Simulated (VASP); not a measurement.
Input of a VASP 6.6.1 run:

The input INCAR:

```
ALGO = Normal ; EDIFF = 1E-7
ENCUT = 520 ; GGA = PE
ISIF = 2 ; ISMEAR = 0
IVDW = 12 ; LASPH = True
LCHARG = False ; LREAL = False
LWAVE = False ; NBANDS = 11
NELM = 60 ; PREC = Accurate
SIGMA = 0.15
```

Contents of KPOINTS:

```
k-points
0
Gamma
  21 21 12
```

The input POSCAR:

```
C
1.0
    2.4646600538      0.0000000000      0.0000000000
   -1.2323300269      2.1344582183      0.0000000000
    0.0000000000      0.0000000000      3.5719697732
C
2
Direct
    0.3089892053      0.6666666667     -0.0175533400
    0.6910107947      0.3333333333      0.0175533400
```

Potentials or basis: VASP PAW PBE potentials, release 64 (C).

Launch:

```console
$ cat potpaw_PBE.64/C/POTCAR > POTCAR
$ mpirun -np 1 vasp_std > vasp.out
```

(1) Estimate the pressure.

(2) Predict the dispersion energy per atom.

## Answers

(1) 5.5 GPa.

(2) -0.145 eV.

Caveat: the cell differs from its parent crystal (atoms displaced along several vibrational modes); the stress differs along the axes, from -2 to 11 GPa.
